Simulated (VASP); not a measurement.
Write the native input for VASP 6.6.1 that does the following.

| Item | Value |
| --- | --- |
| Task | single point |
| Functional | PBE |
| Potentials or basis | VASP PAW PBE potentials, release 64 (Ni, O) |
| Cutoff | 520 eV |
| k mesh | 11 × 11 × 11 |
| Occupations | fermi-dirac, width 0.05 eV |
| Spin | collinear spin, ferromagnetic start |
| Starting moments | [1.0, 0.0] μB |
| Dipole correction | no |
| Further INCAR settings | ALGO = Normal; EDIFF = 1e-07; NBANDS = 19 |

The structure of NiO lies in POSCAR:

```
NiO
1.0
    2.5046153800      0.0000000000      0.0000000000
    0.0000000000      2.5046153800      0.0000000000
    0.0000000000      0.0000000000      2.5046153800
Ni O
1 1
Direct
    0.0000000000      0.0000000000      0.0000000000
    0.5000000000      0.5000000000      0.5000000000
```

One way to write it, as run:

INCAR

```
ALGO     = Normal         # electronic algorithm
EDIFF    = 1E-7           # SCF threshold, eV
ENCUT    = 520            # plane-wave cutoff, eV
GGA      = PE             # functional
ISIF     = 2              # what is computed and relaxed
ISMEAR   = -1             # smearing method
ISPIN    = 2              # spin polarisation
LASPH    = True           # aspherical terms in the spheres
LCHARG   = True           # write CHGCAR
LELF     = True           # ELF
LMAXMIX  = 4              # l up to which the mixer works
LORBIT   = 11             # projections on sites
LREAL    = False          # projectors in reciprocal space
LVHAR    = True         
LWAVE    = False          # write WAVECAR
MAGMOM   = 1 0            # initial moments
NBANDS   = 19             # bands
NELM     = 150            # most SCF steps
PREC     = Accurate       # precision mode
SIGMA    = 0.05           # smearing width, eV
```

KPOINTS

```
k-points
0
Gamma
  11 11 11
```

Potentials or basis: VASP PAW PBE potentials, release 64 (Ni, O).

The run is started by

```bash
$ cat potpaw_PBE.64/Ni/POTCAR potpaw_PBE.64/O/POTCAR > POTCAR
$ mpirun -np 1 vasp_std > vasp.out
```

It gave:

The pressure is 25.1 GPa, the net moment is 0.73 μB per cell and the site moments are Ni +0.56; O +0.15 μB. The valence electrons inside the program's atomic spheres are Ni 9.17; O 4.92.

Caveat: a cell with one magnetic atom can't hold antiferromagnetic order, which such compounds often take.

Run time: 2.2 min on 1 thread of Intel Xeon 8259CL, on a shared host, peak memory 0.15 GiB.
